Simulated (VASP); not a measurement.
A run of VASP 6.6.1 is set up as follows.

Contents of INCAR:

```
PREC = Accurate ; ENCUT = 600
EDIFF = 1E-6 ; ISMEAR = 0
SIGMA = 0.05 ; LREAL = False
LASPH = True ; NELM = 60
ALGO = Normal ; ISIF = 4
LWAVE = False ; LCHARG = False
GGA = PE ; IBRION = 2
NSW = 60 ; EDIFFG = -0.01
```

KPOINTS

```
regular mesh
0
Gamma
  8 8 4
```

Contents of POSCAR:

```
BaTe
1.0
    5.8895218706      0.0000000000      0.0000000000
   -2.9447609353      5.1004755561      0.0000000000
    0.0000000000      0.0000000000      6.9077887367
Ba Te
2 2
Direct
    0.6666666667      0.3333333333      0.0625865676
    0.3333333333      0.6666666667      0.5625865676
    0.6666666667      0.3333333333      0.5626134324
    0.3333333333      0.6666666667      0.0626134324
```

Potentials or basis: VASP PAW PBE potentials, release 64 (Ba_sv, Te).

Command:

```bash
$ cat potpaw_PBE.64/Ba_sv/POTCAR potpaw_PBE.64/Te/POTCAR > POTCAR
$ mpirun -np 1 vasp_std > vasp.out
```

Predict the band gap on the k mesh.

1.86 eV (least direct gap 2.17 eV).

Final structure:
```
CELL_PARAMETERS angstrom
5.88125 0.00000 0.00000
-2.94063 5.09331 0.00000
0.00000 0.00000 6.92723
ATOMIC_POSITIONS crystal
Ba 0.66667 0.33333 0.06259
Ba 0.33333 0.66667 0.56259
Te 0.66667 0.33333 0.56261
Te 0.33333 0.66667 0.06261
```

Caveat: spin-orbit coupling is left out, which moves the levels of the heavy elements. A k mesh can miss the band edges.
